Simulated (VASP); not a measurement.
Runs of VASP 6.6.1 on TiOs3. The structure is that of space group Fm-3m (No. 225), or close to it. The cells are those of the table. 

| task | spin | cell | cutoff (eV) | gap on the mesh (eV) | pressure (GPa) |
| --- | --- | --- | --- | --- | --- |
| single point | off | a = 4.376 Å, angles 60.0°, 4 atoms | 520 | none | (a) |
| relaxation of cell and atoms | off | relaxed from a = 4.397 Å, angles 60.0°, 4 atoms | 600 | none | 0.0 |
| single point | off | a = 4.397 Å, angles 60.0°, 4 atoms | 520 | none | -4.3 |
| single point | collinear, ferromagnetic start | a = 4.376 Å, angles 60.0°, 4 atoms | 520 | none | 0.0 |

Alike in all rows: level PBE; potentials or basis VASP PAW PBE potentials, release 64 (Ti_sv, Os); k mesh 6 × 6 × 6; smearing gaussian 0.1 eV.

Estimate the missing entries.

(a) -0.3.

Caveats: spin-orbit coupling is left out, which moves the levels of the heavy elements.

A k mesh can miss the band edges, and the runs leave out spin-orbit coupling on Os.

A gap of «none» marks levels without a gap at the run's occupations.
